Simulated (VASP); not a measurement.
# BaTiO3 (R3m) in VASP: a series of runs, part 2 of 2

VASP 6.6.1.

### 3 Single point, PBE+U (volume scaled by 0.94, then relaxed in part)

The input, INCAR:

```
ALGO = Normal
EDIFF = 1E-7
ENCUT = 520
GGA = PE
ISIF = 2
ISMEAR = 0
LASPH = True
LCHARG = True
LDAU = True
LDAUJ = 0 0 0
LDAUL = -1 2 -1
LDAUPRINT = 1
LDAUTYPE = 2
LDAUU = 0 4 0
LELF = True
LMAXMIX = 4
LREAL = False
LVHAR = True
LWAVE = False
NBANDS = 28
NELM = 150
PREC = Accurate
SIGMA = 0.02
```

The input, KPOINTS:

```
k-points
0
Gamma
  6 6 6
```

The input, POSCAR:

```
BaTiO3
1.0
    2.8061815292      1.6201496613      2.2912860928
   -2.8061815292      1.6201496613      2.2912860928
    0.0000000000     -3.2402993225      2.2912860928
Ba Ti O
1 1 3
Direct
   -0.0042192847     -0.0042192847     -0.0042192847
    0.4958508896      0.4958508896      0.4958508896
    0.4956998825      0.4956998825      0.9956686301
    0.4956998825      0.9956686301      0.4956998825
    0.9956686301      0.4956998825      0.4956998825
```

Potentials or basis: VASP PAW PBE potentials, release 64 (Ba_sv, Ti_sv, O).

The run is started by

```
$ cat potpaw_PBE.64/Ba_sv/POTCAR potpaw_PBE.64/Ti_sv/POTCAR potpaw_PBE.64/O/POTCAR > POTCAR
$ mpirun -np 1 vasp_std > vasp.out
```

Run time: 87 s. Hardware: 1 thread of Intel Xeon 6975P-C, shared host; peak memory 0.21 GiB.

Results (log left out):

| Property | Result |
| --- | --- |
| Free energy | -37.1930 eV |
| Pressure | 12.2 GPa |
| Largest force | 0.005 eV/Å |
| Band gap on the k mesh | 2.27 eV, indirect (least direct gap 2.44 eV) |

Forces on the atoms (eV/Å):
```
Ba   0.000  0.000  0.000
Ti   0.000  0.000 -0.005
O    0.000 -0.002  0.002
O   -0.002  0.001  0.002
O    0.002  0.001  0.002
```

Levels at points of the mesh, in eV from the valence-band top:
| k point | band 17 | band 18 | band 19 | band 20 | band 21 | band 22 | band 23 | band 24 |
| --- | --- | --- | --- | --- | --- | --- | --- | --- |
| (0.00, 0.00, 0.00) | -1.15 | -0.16 | -0.16 | -0.16 | 2.27 | 2.27 | 2.27 | 4.11 |
| (0.50, 0.00, 0.00) | -1.77 | -1.77 | -0.79 | -0.79 | 2.48 | 4.06 | 4.06 | 4.12 |
| (0.50, 0.50, 0.00) | -1.87 | -0.87 | -0.87 | -0.09 | 4.08 | 4.08 | 4.51 | 4.95 |
| (0.50, 0.50, 0.50) | -2.30 | 0.00 | 0.00 | 0.00 | 4.77 | 4.77 | 4.77 | 6.77 |

Eigenvalues of the final occupation matrices:
| site | spin | trace | eigenvalues |
| --- | --- | --- | --- |
| site 2 d | 1 | 0.80 | 0.11 0.11 0.11 0.24 0.24 |
| site 2 d | 2 | 0.80 | 0.11 0.11 0.11 0.24 0.24 |

Caveat: the cell differs from its parent crystal (volume scaled by 0.94, then relaxed in part); spin-orbit coupling is left out, which moves the levels of the heavy elements. A k mesh can miss the band edges.

### 4 Single point, PBE+U (volume scaled by 0.97, then relaxed in part)

The input, INCAR:

```
SYSTEM = BaTiO3
PREC     = Accurate       ! precision mode
ENCUT    = 520            ! plane-wave cutoff, eV
EDIFF    = 1E-7           ! SCF threshold, eV
ISMEAR   = 0              ! smearing method
SIGMA    = 0.02           ! smearing width, eV
LREAL    = .False.        ! projectors in reciprocal space
LASPH    = .True.         ! aspherical terms in the spheres
NELM     = 150            ! most SCF steps
ALGO     = Normal         ! electronic algorithm
ISIF     = 2              ! what is computed and relaxed
LWAVE    = .False.        ! write WAVECAR
LCHARG   = .True.         ! write CHGCAR
LMAXMIX  = 4              ! l up to which the mixer works
LDAU     = .True.         ! DFT+U
LDAUTYPE = 2            
LDAUL    = -1 2 -1        ! shell
LDAUU    = 0 4 0          ! U, eV
LDAUJ    = 0 0 0        
LDAUPRINT= 1            
GGA      = PE             ! functional
LELF     = .True.         ! ELF
LVHAR    = .True.       
NBANDS   = 28             ! bands
```

The input, KPOINTS:

```
regular mesh
0
Gamma
  6 6 6
  0 0 0
```

The input, POSCAR:

```
BaTiO3
1.0
    2.8340981711      1.6362673420      2.3180614445
   -2.8340981711      1.6362673420      2.3180614445
    0.0000000000     -3.2725346840      2.3180614445
Ba Ti O
1 1 3
Direct
   -0.0002034861     -0.0002034861     -0.0002034861
    0.5066413201      0.5066413201      0.5066413201
    0.4921780957      0.4921780957      0.9879059747
    0.4921780957      0.9879059747      0.4921780957
    0.9879059747      0.4921780957      0.4921780957
```

The run is started by

```
$ cat potpaw_PBE.64/Ba_sv/POTCAR potpaw_PBE.64/Ti_sv/POTCAR potpaw_PBE.64/O/POTCAR > POTCAR
$ mpirun -np 1 vasp_std > vasp.out
```

Wall time 65 s (1 thread of Intel Xeon 6975P-C, shared host); peak memory 0.21 GiB.

The run converged. Its results:

```yaml
Free_energy: -37.2832 eV
Pressure: 7.1 GPa
Largest_force: 0.412 eV/Å
Band_gap_on_the_k_mesh: 2.41 eV, indirect (least direct gap 2.68 eV)
```

Forces in eV/Å, atoms in the order of the input:
```
Ba   0.000  0.000 -0.026
Ti   0.000  0.000 -0.412
O    0.000 -0.197  0.146
O   -0.171  0.099  0.146
O    0.171  0.099  0.146
```

Stress tensor (GPa, compression positive):
```
7.15 0.00 0.00
0.00 7.15 0.00
0.00 0.00 6.94
```

Levels at points of the mesh, in eV from the valence-band top:
| k point | band 18 | band 19 | band 20 | band 21 | band 22 | band 23 |
| --- | --- | --- | --- | --- | --- | --- |
| (0.00, 0.00, 0.00) | -0.31 | -0.28 | -0.28 | 2.41 | 2.41 | 2.46 |
| (0.50, 0.00, 0.00) | -1.67 | -0.86 | -0.82 | 2.60 | 3.99 | 4.02 |
| (0.50, 0.50, 0.00) | -0.90 | -0.88 | -0.09 | 4.03 | 4.03 | 4.42 |
| (0.50, 0.50, 0.50) | -0.01 | -0.01 | 0.00 | 4.62 | 4.67 | 4.67 |

Eigenvalues of the final occupation matrices:
```tsv
site	spin	trace	eigenvalues
site 2 d	1	0.80	0.11 0.11 0.11 0.24 0.24
site 2 d	2	0.80	0.11 0.11 0.11 0.24 0.24
```

Caveat: the cell differs from its parent crystal (volume scaled by 0.97, then relaxed in part); spin-orbit coupling is left out, which moves the levels of the heavy elements.

### 5 Single point, PBE+U

This run uses another cell than the first one, of 13.30 Å³/atom, 1.099 times its volume.

The input, INCAR:

```
SYSTEM = BaTiO3
ALGO     = Normal         ! electronic algorithm
EDIFF    = 1E-6           ! SCF threshold, eV
ENCUT    = 520            ! plane-wave cutoff, eV
GGA      = PE             ! functional
ISIF     = 2              ! what is computed and relaxed
ISMEAR   = 0              ! smearing method
LASPH    = .TRUE.         ! aspherical terms in the spheres
LCHARG   = .FALSE.        ! write CHGCAR
LDAU     = .TRUE.         ! DFT+U
LDAUJ    = 0 0 0        
LDAUL    = -1 2 -1        ! shell
LDAUPRINT= 1            
LDAUTYPE = 2            
LDAUU    = 0 4 0          ! U, eV
LMAXMIX  = 4              ! l up to which the mixer works
LREAL    = .FALSE.        ! projectors in reciprocal space
LWAVE    = .FALSE.        ! write WAVECAR
NBANDS   = 28             ! bands
NELM     = 150            ! most SCF steps
PREC     = Accurate       ! precision mode
SIGMA    = 0.02           ! smearing width, eV
```

The input, KPOINTS:

```
k-points
0
G
  6 6 6
  0 0 0
```

The input, POSCAR:

```
BaTiO3
1.0
    2.8603720825      1.6514365918      2.3460535864
   -2.8603720825      1.6514365918      2.3460535864
    0.0000000000     -3.3028731837      2.3460535864
Ba Ti O
1 1 3
Direct
    0.0026800193      0.0026800193      0.0026800193
    0.5127992506      0.5127992506      0.5127992506
    0.4903227043      0.4903227043      0.9825753215
    0.4903227043      0.9825753215      0.4903227043
    0.9825753215      0.4903227043      0.4903227043
```

The run is started by

```
$ cat potpaw_PBE.64/Ba_sv/POTCAR potpaw_PBE.64/Ti_sv/POTCAR potpaw_PBE.64/O/POTCAR > POTCAR
$ mpirun -np 1 vasp_std > vasp.out
```

Run time: 75 s. Hardware: 1 thread of Intel Xeon 6975P-C, shared host; peak memory 0.21 GiB.

Results (log left out):

```yaml
Free_energy: -37.3070 eV
Pressure: 3.5 GPa
Largest_force: 0.604 eV/Å
Band_gap_on_the_k_mesh: 2.62 eV, indirect (least direct gap 3.03 eV)
```

Forces on the atoms (eV/Å):
```
Ba   0.000  0.000 -0.039
Ti   0.000  0.000 -0.604
O    0.000 -0.296  0.214
O   -0.256  0.148  0.214
O    0.256  0.148  0.214
```

Stress tensor (GPa, compression positive):
```
3.63 0.00 0.00
0.00 3.63 0.00
0.00 0.00 3.18
```

Levels at points of the mesh, in eV from the valence-band top:
| k point | band 18 | band 19 | band 20 | band 21 | band 22 | band 23 |
| --- | --- | --- | --- | --- | --- | --- |
| (0.00, 0.00, 0.00) | -0.48 | -0.41 | -0.41 | 2.62 | 2.62 | 2.71 |
| (0.50, 0.00, 0.00) | -1.57 | -0.94 | -0.87 | 2.79 | 3.97 | 4.05 |
| (0.50, 0.50, 0.00) | -0.92 | -0.88 | -0.09 | 4.04 | 4.04 | 4.40 |
| (0.50, 0.50, 0.50) | -0.02 | -0.02 | 0.00 | 4.52 | 4.64 | 4.64 |

Eigenvalues of the final occupation matrices:
| site | spin | trace | eigenvalues |
| --- | --- | --- | --- |
| site 2 d | 1 | 0.81 | 0.11 0.11 0.11 0.24 0.24 |
| site 2 d | 2 | 0.81 | 0.11 0.11 0.11 0.24 0.24 |

Caveat: spin-orbit coupling is left out, which moves the levels of the heavy elements.

### 6 Single point, PBE+U

This run uses another cell than the first one, of 13.30 Å³/atom, 1.099 times its volume.

The input, INCAR:

```
PREC = Accurate
ENCUT = 520
EDIFF = 1E-6
ISMEAR = 0
SIGMA = 0.02
LREAL = F
LASPH = T
NELM = 150
ALGO = Normal
ISIF = 2
LWAVE = F
LCHARG = F
LMAXMIX = 4
LDAU = T
LDAUTYPE = 2
LDAUL = -1 2 -1
LDAUU = 0 4 0
LDAUJ = 0 0 0
LDAUPRINT = 1
GGA = PE
NBANDS = 28
```

The input, KPOINTS:

```
Automatic mesh
0
Gamma
  6 6 6
```

POSCAR is that of step 5.

Potentials or basis: VASP PAW PBE potentials, release 64 (Ba_sv, Ti_sv, O).

The run is started by

```
$ cat potpaw_PBE.64/Ba_sv/POTCAR potpaw_PBE.64/Ti_sv/POTCAR potpaw_PBE.64/O/POTCAR > POTCAR
$ mpirun -np 1 vasp_std > vasp.out
```

Wall time 81 s (1 thread of Intel Xeon 6975P-C, shared host); peak memory 0.21 GiB.

It converged, with:

* Free energy: -37.3070 eV
* Pressure: 3.5 GPa
* Largest force: 0.604 eV/Å
* Band gap on the k mesh: 2.62 eV, indirect (least direct gap 3.03 eV)

Forces in eV/Å, atoms in the order of the input:
```
Ba   0.000  0.000 -0.039
Ti   0.000  0.000 -0.604
O    0.000 -0.296  0.214
O   -0.256  0.148  0.214
O    0.256  0.148  0.214
```

Stress tensor (GPa, compression positive):
```
3.63 0.00 0.00
0.00 3.63 0.00
0.00 0.00 3.18
```

Levels at points of the mesh, in eV from the valence-band top:
```
           k point  band 17  band 18  band 19  band 20  band 21  band 22  band 23  band 24
(0.00, 0.00, 0.00)    -1.02    -0.48    -0.41    -0.41     2.62     2.62     2.71     4.17
(0.50, 0.00, 0.00)    -1.63    -1.57    -0.94    -0.87     2.79     3.97     4.05     4.15
(0.50, 0.50, 0.00)    -1.79    -0.92    -0.88    -0.09     4.04     4.04     4.40     4.70
(0.50, 0.50, 0.50)    -2.29    -0.02    -0.02     0.00     4.52     4.64     4.64     6.39
```

Eigenvalues of the final occupation matrices:
| site | spin | trace | eigenvalues |
| --- | --- | --- | --- |
| site 2 d | 1 | 0.81 | 0.11 0.11 0.11 0.24 0.24 |
| site 2 d | 2 | 0.81 | 0.11 0.11 0.11 0.24 0.24 |

Caveat: spin-orbit coupling is left out, which moves the levels of the heavy elements. A k mesh can miss the band edges.

### 7 The runs side by side

```csv
cell,gap on the mesh (eV),pressure (GPa),largest force (eV/Å)
"a = 3.926 Å, 5 atoms",2.35,19.5,0.01
"a = 3.969 Å, 5 atoms",2.27,12.2,0.01
"a = 4.010 Å, angles 89.9°, 5 atoms",2.41,7.1,0.41
"a = 4.051 Å, angles 89.8°, 5 atoms",2.62,3.5,0.60
```

Alike in all rows: task single point; level PBE+U; potentials or basis VASP PAW PBE potentials, release 64 (Ba_sv, Ti_sv, O); no spin polarisation; Ti d U = 4.0 eV; k mesh 6 × 6 × 6; cutoff (eV) 520; smearing gaussian 0.02 eV.

Caveats: spin-orbit coupling is left out, which moves the levels of the heavy elements.

Absolute energies hang on the potentials; compare differences alone.
